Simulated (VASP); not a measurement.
A run of VASP 6.6.1 is set up as follows.

INCAR

```
SYSTEM = Si8S15
PREC = Accurate
ENCUT = 400
EDIFF = 1E-6
ISMEAR = 0
SIGMA = 0.05
LREAL = .False.
LASPH = .True.
NELM = 120
ALGO = Normal
ISIF = 2
LWAVE = .False.
LCHARG = .True.
GGA = PE
IVDW = 12
LELF = .True.
LVHAR = .True.
NBANDS = 78
NELECT = 120.0
GGA_COMPAT = .False.
```

Contents of KPOINTS:

```
Automatic mesh
0
Gamma
  4 4 2
  0 0 0
```

POSCAR

```
Si8S15
1.0
    5.4113830413      0.0000000000      5.5267872967
    5.4113830413      0.0000000000     -5.5267872967
    0.0000000000      9.5632436157      0.0000000000
Si S
8 15
Direct
    0.3708914115      0.6218057517     -0.0094763894
    0.3892893648      0.1840539501      0.5459273224
    0.8665490498      0.1161578046     -0.0067338735
    0.8723521856      0.6158717910      0.4927052372
    0.1218057517      0.8708914115     -0.0094763894
    0.1158717910      0.3723521856      0.4927052372
    0.6161578046      0.3665490498     -0.0067338735
    0.6840539501      0.8892893648      0.5459273224
    0.3837500426      0.3849167247      0.8715798898
    0.8859521363      0.3859521363      0.3697107438
    0.8849167247      0.8837500426      0.8715798898
    0.1003475609      0.1029122983      0.1112622339
    0.1025794279      0.6025794279      0.6140268103
    0.6029122983      0.6003475609      0.1112622339
    0.6246252961      0.1246252961      0.6455900346
    0.3542694733      0.8542694733      0.8698826682
    0.3698772984      0.3642840513      0.3875845420
    0.8466144133      0.3466144133      0.8680159214
    0.8642840513      0.8698772984      0.3875845420
    0.1424826455      0.1359093242      0.6208348494
    0.1388461527      0.6388461527      0.1112957106
    0.6359093242      0.6424826455      0.6208348494
    0.6340109807      0.1340109807      0.1134399121
```

Potentials or basis: VASP PAW PBE potentials, release 64 (Si, S).

The run is started by

```sh
$ cat potpaw_PBE.64/Si/POTCAR potpaw_PBE.64/S/POTCAR > POTCAR
$ mpirun -np 1 vasp_std > vasp.out
```

Question: What does it give for the dispersion energy per atom?

Answer: -0.237 eV.

Question: What does it give for the largest force?

Answer: 0.082 eV/Å.

Forces on the atoms (eV/Å):
```
Si  -0.010  0.008 -0.004
Si  -0.005  0.002 -0.041
Si  -0.003 -0.001 -0.016
Si   0.013  0.002  0.014
Si  -0.010  0.008  0.004
Si   0.013  0.002 -0.014
Si  -0.003 -0.001  0.016
Si  -0.005  0.002  0.041
S    0.027  0.026 -0.003
S    0.030  0.020  0.000
S    0.027  0.026  0.003
S   -0.031 -0.031  0.005
S   -0.027 -0.023  0.000
S   -0.031 -0.031 -0.005
S   -0.026 -0.036  0.000
S   -0.033  0.030  0.000
S   -0.049  0.055  0.022
S   -0.034  0.035  0.000
S   -0.049  0.055 -0.022
S    0.068 -0.039  0.024
S    0.032 -0.033  0.000
S    0.068 -0.039 -0.024
S    0.035 -0.037  0.000
```

Caveat: the cell carries a net charge on a neutralising background, which shifts energy and pressure; the cell differs from its parent crystal (atoms taken out, then relaxed in part).
